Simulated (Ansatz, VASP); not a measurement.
# MoS2: VASP beside Ansatz

```
Mo S
1.0
     1.56569    0.90395    6.12333
    -1.56569    0.90395    6.12333
     0.00000   -1.80790    6.12333
Mo S
1 2
Direct
  0.00000 0.00000 0.00000
  0.74840 0.74840 0.74840
  0.58490 0.58490 0.58490
```

Change from the starting cell: equal xx and yy strain of -1 %, crystal datasets.

Alike in both runs: task electric field gradients; functional LDA; k mesh 15 × 15 × 15; occupations fermi-dirac, width 0.05 eV; no spin polarisation.

|  | VASP | Ansatz |
| --- | --- | --- |
| version | VASP 6.6.1 | Ansatz 0.2.0 |
| potentials or method | VASP PAW LDA potentials, release 64 (Mo_sv, S), cutoff 520 eV | all-electron PAW with datasets made for the crystal, scalar-relativistic |

|  | VASP | Ansatz | Ansatz less VASP |
| --- | --- | --- | --- |
| pressure (GPa) | 4.9 | 4.8 | -0.05 |
| traceless stress, the component that is largest in VASP (GPa) | 3.93 | 3.98 | +0.047 |
| rms of the force components (eV/Å) | 0.509 | 0.505 | -0.0035 |
| size of Vzz on the site where it differs most (V/Å²) | 95.8 | 92.1 | -3.70 |

LDA's correlation is that of Perdew and Zunger in VASP and of Perdew and Wang (1992) in Ansatz. Atom by atom the forces differ by 0.004 eV/Å (rms over components). Ansatz ran all-electron here, and VASP with PAW potentials.
